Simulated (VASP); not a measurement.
# SnO2 (P4_2/mnm) in VASP: further runs

The runs below take SnO2 through single point, with revPBE, BLYP.

All numbers are computed with VASP 6.6.1; they aren't measurements. Logs are shortened: lines on timing, memory, paths and dates and some standing lists are left out, and cuts for length are marked.

**1. The cell of the first run**

It takes space group P4_2/mnm (No. 136, tetragonal). Conventional cell: a = 4.738 Å, b = 4.738 Å, c = 3.187 Å, α = 90.00°, β = 90.00°, γ = 90.00°. Sn (site symmetry mmm) has 6 O at 2.05 to 2.06 Å within 2.7 Å. Within 2.7 Å of O (site symmetry m2m) lie 3 Sn at 2.05 to 2.06 Å and 1 O at 2.59 Å.

**2. Single point, revPBE**

INCAR

```
SYSTEM = SnO2
PREC = Accurate
ENCUT = 520
EDIFF = 1E-6
ISMEAR = 1
SIGMA = 0.05
LREAL = .FALSE.
LASPH = .TRUE.
NELM = 80
ALGO = Normal
ISIF = 2
LWAVE = .FALSE.
LCHARG = .FALSE.
GGA = RE
NBANDS = 35
```

KPOINTS

```
Automatic mesh
0
G
  6 6 8
  0 0 0
```

POSCAR

```
SnO2
1.0
    4.7380000000      0.0000000000      0.0000000000
    0.0000000000      4.7380000000      0.0000000000
    0.0000000000      0.0000000000      3.1865000000
Sn O
2 4
Direct
    0.0000000000      0.0000000000      0.0000000000
    0.5000000000      0.5000000000      0.5000000000
    0.3071000000      0.3071000000      0.0000000000
    0.1929000000      0.8071000000      0.5000000000
    0.6929000000      0.6929000000      0.0000000000
    0.8071000000      0.1929000000      0.5000000000
```

Potentials or basis: VASP PAW PBE potentials, release 64 (Sn_d, O).

The run is started by

```bash
$ cat potpaw_PBE.64/Sn_d/POTCAR potpaw_PBE.64/O/POTCAR > POTCAR
$ mpirun -np 1 vasp_std > vasp.out
```

OUTCAR:

```text
SYSTEM = SnO2
   PREC = Accurate
   ENCUT = 520
   EDIFF = 1E-6
   ISMEAR = 1
   LREAL = .FALSE.
   LASPH = .TRUE.
   NELM = 80
   ISIF = 2
   GGA = RE

 ion  position               nearest neighbor table
   1  0.000  0.000  0.000-   4 2.05   6 2.05   4 2.05   6 2.05   5 2.06   3 2.06   2 3.71   2 3.71
                             2 3.71   2 3.71   2 3.71   2 3.71   2 3.71   2 3.71
   2  0.500  0.500  0.500-   3 2.05   5 2.05   3 2.05   5 2.05   4 2.06   6 2.06   1 3.71   1 3.71
                             1 3.71   1 3.71   1 3.71   1 3.71   1 3.71   1 3.71
   3  0.307  0.307  0.000-   2 2.05   2 2.05   1 2.06
   4  0.193  0.807  0.500-   1 2.05   1 2.05   2 2.06
   5  0.693  0.693  0.000-   2 2.05   2 2.05   1 2.06
   6  0.807  0.193  0.500-   1 2.05   1 2.05   2 2.06

  LATTYP: Found a simple tetragonal cell.
 ALAT       =     4.7380000000
 C/A-ratio  =     0.6725411566

  Lattice vectors:

 A1 = (   4.7380000000,   0.0000000000,   0.0000000000)
 A2 = (   0.0000000000,   4.7380000000,   0.0000000000)
 A3 = (   0.0000000000,   0.0000000000,   3.1865000000)

Analysis of symmetry for initial positions (statically):
=====================================================================
 Subroutine PRICEL returns:
 Original cell was already a primitive cell.

 Routine SETGRP: Setting up the symmetry group for a
 simple tetragonal supercell.

 Subroutine GETGRP returns: Found 16 space group operations
 (whereof  8 operations were pure point group operations)
 out of a pool of 16 trial point group operations.

The static configuration has the point symmetry D_2h.
 The point group associated with its full space group is D_4h.

Analysis of symmetry for dynamics (positions and initial velocities):
=====================================================================
 Subroutine PRICEL returns:
 Original cell was already a primitive cell.

 Routine SETGRP: Setting up the symmetry group for a
 simple tetragonal supercell.

 Subroutine GETGRP returns: Found 16 space group operations
 (whereof  8 operations were pure point group operations)
 out of a pool of 16 trial point group operations.

The dynamic configuration has the point symmetry D_2h.
 The point group associated with its full space group is D_4h.

 Subroutine INISYM returns: Found 16 space group operations
 (whereof  8 operations are pure point group operations),
 and found     1 'primitive' translations

----------------------------------------------------------------------------------------

                                     Primitive cell

  volume of cell :      71.5326

  direct lattice vectors                    reciprocal lattice vectors
     4.738000000  0.000000000  0.000000000     0.211059519  0.000000000  0.000000000
     0.000000000  4.738000000  0.000000000     0.000000000  0.211059519  0.000000000
     0.000000000  0.000000000  3.186500000     0.000000000  0.000000000  0.313823945

  length of vectors
     4.738000000  4.738000000  3.186500000     0.211059519  0.211059519  0.313823945

  position of ions in fractional coordinates (direct lattice)
     0.000000000  0.000000000  0.000000000
     0.500000000  0.500000000  0.500000000
     0.307100000  0.307100000  0.000000000
     0.192900000  0.807100000  0.500000000
     0.692900000  0.692900000  0.000000000
     0.807100000  0.192900000  0.500000000

  ion indices of the primitive-cell ions
   primitive index   ion index
                 1           1
                 2           2
                 3           3
                 4           4
                 5           5
                 6           6

----------------------------------------------------------------------------------------

 KPOINTS: Automatic mesh

Automatic generation of k-mesh.
 Grid dimensions read from file:
 generate k-points for:    6    6    8

 Generating k-lattice:

  Cartesian coordinates                     Fractional coordinates (reciprocal lattice)
     0.035176586  0.000000000  0.000000000     0.166666667  0.000000000  0.000000000
     0.000000000  0.035176586  0.000000000     0.000000000  0.166666667  0.000000000
     0.000000000  0.000000000  0.039227993     0.000000000  0.000000000  0.125000000

  Length of vectors
     0.035176586  0.035176586  0.039227993

  Shift w.r.t. Gamma in fractional coordinates (k-lattice)
     0.000000000  0.000000000  0.000000000

 Subroutine IBZKPT returns following result:
 ===========================================

 Found     50 irreducible k-points:

 Following reciprocal coordinates:
            Coordinates               Weight
  0.000000  0.000000  0.000000      1.000000
  0.166667  0.000000  0.000000      4.000000
  0.333333  0.000000  0.000000      4.000000
  0.500000  0.000000  0.000000      2.000000
  0.166667  0.166667  0.000000      4.000000
  0.333333  0.166667  0.000000      8.000000
[... 16 lines left out ...]
  0.333333  0.000000  0.250000      8.000000
  0.500000  0.000000  0.250000      4.000000
 [... further k-points ...]
   k-points           NKPTS =     50   k-points in BZ     NKDIM =     50   number of bands    NBANDS=     35
   number of dos      NEDOS =    301   number of ions     NIONS =      6
   total plane-waves  NPLWV =  31104
   dimension x,y,z NGX =    36 NGY =   36 NGZ =   24
   dimension x,y,z NGXF=    72 NGYF=   72 NGZF=   48
   ions per type =               2   4
   NGX,Y,Z   is equivalent  to a cutoff of  12.63, 12.63, 12.52 a.u.
   NGXF,Y,Z  is equivalent  to a cutoff of  25.26, 25.26, 25.04 a.u.
 SYSTEM =  SnO2
   PREC   = accura    normal or accurate (medium, high low for compatibility)
   ISTART =      0    job   : 0-new  1-cont  2-samecut
   ICHARG =      2    charge: 1-file 2-atom 10-const
   ISPIN  =      1    spin polarized calculation?
   LNONCOLLINEAR =      F non collinear calculations
   LSORBIT =      F    spin-orbit coupling
   LASPH  =      T    aspherical Exc in radial PAW
   ENCUT  =  520.0 eV  38.22 Ry    6.18 a.u.   8.81  8.81  5.92*2*pi/ulx,y,z
   NELM   =     80;   NELMIN=  2; NELMDL= -5     # of ELM steps
   EDIFF  = 0.1E-05   stopping-criterion for ELM
   LREAL  =      F    real-space projection
   EDIFFG = 0.1E-04   stopping-criterion for IOM
   NSW    =      0    number of steps for IOM
   IBRION =     -1    ionic relax: 0-MD 1-quasi-New 2-CG
   NFREE  =      0    steps in history (QN), initial steepest desc. (CG)
   ISIF   =      2    stress and relaxation
   ISYM   =      2    0-nonsym 1-usesym 2-fastsym
   POTIM  = 0.5000    time-step for ionic-motion
   TEBEG  =    0.0;   TEEND  =   0.0 temperature during run
   PSTRESS=    0.0 pullay stress
   NELECT =      52.0000    total number of electrons
   NUPDOWN=      -1.0000    fix difference up-down
   EMIN   =  10.00;   EMAX   =-10.00  energy-range for DOS
   EFERMI =   0.00;   METHOD = LEGACY
   ISMEAR =     1;   SIGMA  =   0.05  broadening in eV -4-tet -1-fermi 0-gaus
   EFERMI_NEDOS =   21; number of points for ismear=-14 and -15
   IALGO  =     38    algorithm
   IMIX   =      4    mixing-type and parameters
     AMIX     =   0.40;   BMIX     =  1.00
     AMIX_MAG =   1.60;   BMIX_MAG =  1.00
  volume/ion in A,a.u.               =      11.92        80.45
  Fermi-wavevector in a.u.,A,eV,Ry     =   1.472000  2.781677 29.480903  2.166785
  Thomas-Fermi vector in A             =   2.587068
   LORBIT       =      0    0 simple, 1 ext, 2 COOP (PROOUT), +10 PAW based schemes
   GGA     = RE    functional components
   LHFCALC =     F    Hartree Fock is set to
   AEXX    =    0.0000 exact exchange contribution
   IVDW    =     0    specifies the selected vdW correction
   LEPSILON=     F    determine dielectric tensor
   LRPA    =     F    only Hartree local field effects (RPA)
 non-spin polarized calculation
 Methfessel and Paxton  Order N= 1 SIGMA  =   0.05
  energy-cutoff  :      520.00
  volume of cell :       71.53
 maximum number of plane-waves:      1992
 NGX is ok and might be reduce to    36
   NGX = 17   NGY = 17   NGZ = 11

 number of electron      51.9999993 magnetization

 Free energy of the ion-electron system (eV)
  ---------------------------------------------------
  ext. energy  EPLUGINS =         0.00000000
  ---------------------------------------------------
  free energy    TOTEN  =       -35.01759396 eV

  energy without entropy =      -35.01760405  energy(sigma->0) =      -35.01759732

 E-fermi :   6.2900     XC(G=0): -11.0755

 val. band max:        6.2478851487   @ k =   0.0000   0.0000   0.0000
 cond. band min:       7.5856882481   @ k =   0.0000   0.0000   0.0000
 fundamental gap:      1.3378030994
 Fermi energy:         6.2899741214

 k-point     1 :       0.0000    0.0000    0.0000
  band No.  band energies     occupation
      1     -14.8987      2.00000
      2     -14.1152      2.00000
      3     -13.8388      2.00000
      4     -13.8130      2.00000
      5     -13.8130      2.00000
      6     -13.7385      2.00000
[... 27 lines left out ...]
     34      18.4495      0.00000
     35      19.0677      0.00000

 k-point     2 :       0.1667    0.0000    0.0000
  band No.  band energies     occupation
      1     -14.8556      2.00000
      2     -14.1626      2.00000
      3     -13.8390      2.00000
      4     -13.8112      2.00000
      5     -13.8111      2.00000
      6     -13.7785      2.00000
[... 27 lines left out ...]
     34      18.4812      0.00000
     35      19.0268      0.00000

 k-point     3 :       0.3333    0.0000    0.0000
  band No.  band energies     occupation
      1     -14.7303      2.00000
      2     -14.3218      2.00000
      3     -13.8393      2.00000
      4     -13.8249      2.00000
      5     -13.8074      2.00000
      6     -13.8072      2.00000
[... 27 lines left out ...]
     34      18.7001      0.00000
     35      18.9892      0.00000
[... 723 lines left out ...]
 k-point    23 :       0.3333    0.0000    0.2500
  band No.  band energies     occupation
      1     -14.6129      2.00000
      2     -14.4690      2.00000
      3     -14.1322      2.00000
      4     -13.8949      2.00000
      5     -13.7284      2.00000
      6     -13.7237      2.00000
[... 27 lines left out ...]
     34      18.6429      0.00000
     35      18.9329      0.00000

 k-point    24 :       0.5000    0.0000    0.2500
  band No.  band energies     occupation
      1     -14.5622      2.00000
      2     -14.5622      2.00000
      3     -14.0011      2.00000
      4     -14.0011      2.00000
      5     -13.7237      2.00000
      6     -13.7237      2.00000
[... 27 lines left out ...]
     34      18.9032      0.00000
     35      19.0026      0.00000

 [... further k-points ...]

------------------------ aborting loop because EDIFF is reached ----------------------------------------

  FORCE on cell =-STRESS in cart. coord.  units (eV):
  Direction    XX          YY          ZZ          XY          YZ          ZX
  --------------------------------------------------------------------------------------
  -------------------------------------------------------------------------------------
  Total        6.1280587      6.1280587      7.6602663      0.0000000      0.0000000      0.0000000
  in kB      137.2554082    137.2554082    171.5735816      0.0000000      0.0000000      0.0000000
  external PRESSURE =     148.6947993 kB  Pullay stress =       0.0000000 kB

 VOLUME and BASIS-vectors are now :
 -----------------------------------------------------------------------------
  energy-cutoff  :      520.00
  volume of cell :       71.53
      direct lattice vectors                 reciprocal lattice vectors
     4.738000000  0.000000000  0.000000000     0.211059519  0.000000000  0.000000000
     0.000000000  4.738000000  0.000000000     0.000000000  0.211059519  0.000000000
     0.000000000  0.000000000  3.186500000     0.000000000  0.000000000  0.313823945

 POSITION                                       TOTAL-FORCE (eV/Angst)
 -----------------------------------------------------------------------------------
      0.00000      0.00000      0.00000         0.000000     -0.000000      0.000000
      2.36900      2.36900      1.59325         0.000000     -0.000000      0.000000
      1.45504      1.45504      0.00000        -0.224475     -0.224475      0.000000
      0.91396      3.82404      1.59325         0.224475     -0.224475      0.000000
      3.28296      3.28296      0.00000         0.224475      0.224475      0.000000
      3.82404      0.91396      1.59325        -0.224475      0.224475      0.000000
 -----------------------------------------------------------------------------------
    total drift:                               -0.000000      0.000000      0.000000

  FREE ENERGIE OF THE ION-ELECTRON SYSTEM (eV)
  ---------------------------------------------------
  free  energy   TOTEN  =       -35.0175939612 eV

  energy  without entropy=      -35.0176040490  energy(sigma->0) =      -35.01759732
```

Run time: 1.9 min. Hardware: 1 thread of Intel Xeon 8259CL, shared host; peak memory 0.24 GiB.

What came out:

- Free energy: -35.0176 eV
- Pressure: 14.9 GPa
- Largest force: 0.317 eV/Å
- Band gap on the k mesh: 1.34 eV

Forces in eV/Å, atoms in the order of the input:
```
Sn   0.000  0.000  0.000
Sn   0.000  0.000  0.000
O   -0.224 -0.224  0.000
O    0.224 -0.224  0.000
O    0.224  0.224  0.000
O   -0.224  0.224  0.000
```

Levels at points of the mesh, in eV from the valence-band top:
```csv
k point,band 24,band 25,band 26,band 27,band 28,band 29
"(0.00, 0.00, 0.00)",-0.77,-0.77,0.00,1.34,6.24,6.45
"(0.50, 0.00, 0.00)",-1.18,-0.63,-0.63,4.51,4.51,7.20
"(0.50, 0.50, 0.00)",-1.30,-0.90,-0.90,4.90,4.90,7.63
"(0.00, 0.00, 0.50)",-1.64,-1.26,-1.26,6.29,6.29,9.90
"(0.50, 0.00, 0.50)",-1.09,-0.69,-0.69,6.57,6.57,8.16
"(0.50, 0.50, 0.50)",-0.97,-0.83,-0.83,4.99,4.99,9.02
```

Caveat: the cell stands under pressure; the PAW data sets were made with another functional, which shifts forces and pressure a little; spin-orbit coupling is left out, which moves the levels of the heavy elements.

**3. Single point, BLYP**

INCAR

```
SYSTEM = SnO2
AGGAC    = 1.0          
AGGAX    = 1.0          
ALDAC    = 0.0          
ALDAX    = 1.0          
ALGO     = Normal         ! electronic algorithm
EDIFF    = 1E-7           ! SCF threshold, eV
ENCUT    = 520            ! plane-wave cutoff, eV
GGA      = B5             ! functional
ISIF     = 2              ! what is computed and relaxed
ISMEAR   = 1              ! smearing method
LASPH    = .TRUE.         ! aspherical terms in the spheres
LCHARG   = .TRUE.         ! write CHGCAR
LELF     = .TRUE.         ! ELF
LREAL    = .FALSE.        ! projectors in reciprocal space
LVHAR    = .TRUE.       
LWAVE    = .FALSE.        ! write WAVECAR
NBANDS   = 35             ! bands
NELM     = 80             ! most SCF steps
PREC     = Accurate       ! precision mode
SIGMA    = 0.05           ! smearing width, eV
```

KPOINTS

```
k-points
0
G
  6 6 8
  0 0 0
```

POSCAR is that of step 2.

Potentials or basis: VASP PAW PBE potentials, release 64 (Sn_d, O).

The run is started by

```bash
$ cat potpaw_PBE.64/Sn_d/POTCAR potpaw_PBE.64/O/POTCAR > POTCAR
$ mpirun -np 1 vasp_std > vasp.out
```

It took 2.5 min on 1 thread of Intel Xeon 8259CL, shared host; peak memory 0.24 GiB.

It converged, with:

- Free energy: -34.5514 eV
- Pressure: 17.9 GPa
- Largest force: 0.376 eV/Å
- Band gap on the k mesh: 1.36 eV

Forces on the atoms (eV/Å):
```
Sn   0.000  0.000  0.000
Sn   0.000  0.000  0.000
O   -0.266 -0.266  0.000
O    0.266 -0.266  0.000
O    0.266  0.266  0.000
O   -0.266  0.266  0.000
```

Stress tensor (GPa, compression positive):
```
16.37  0.00  0.00
 0.00 16.37  0.00
 0.00  0.00 21.05
```

Levels at points of the mesh, in eV from the valence-band top:
```
           k point  band 22  band 23  band 24  band 25  band 26  band 27  band 28  band 29  band 30  band 31
(0.00, 0.00, 0.00)    -1.19    -1.19    -0.77    -0.77     0.00     1.36     6.19     6.51     6.51    10.68
(0.50, 0.00, 0.00)    -1.91    -1.15    -1.15    -0.62    -0.62     4.48     4.48     7.22     7.22    11.07
(0.50, 0.50, 0.00)    -1.92    -1.27    -1.27    -0.89    -0.89     4.86     4.86     7.63     7.63    11.08
(0.00, 0.00, 0.50)    -2.55    -1.63    -1.63    -1.23    -1.23     6.22     6.22     9.97     9.97    10.82
(0.50, 0.00, 0.50)    -1.68    -1.09    -1.09    -0.67    -0.67     6.49     6.49     8.25     8.25    11.12
(0.50, 0.50, 0.50)    -2.37    -0.95    -0.95    -0.83    -0.83     4.98     4.98     9.03     9.03    11.11
```

Caveat: the cell stands under pressure; the PAW data sets were made with another functional, which shifts forces and pressure a little; spin-orbit coupling is left out, which moves the levels of the heavy elements. A hybrid or GW would open this gap; BLYP tends to underestimate it.
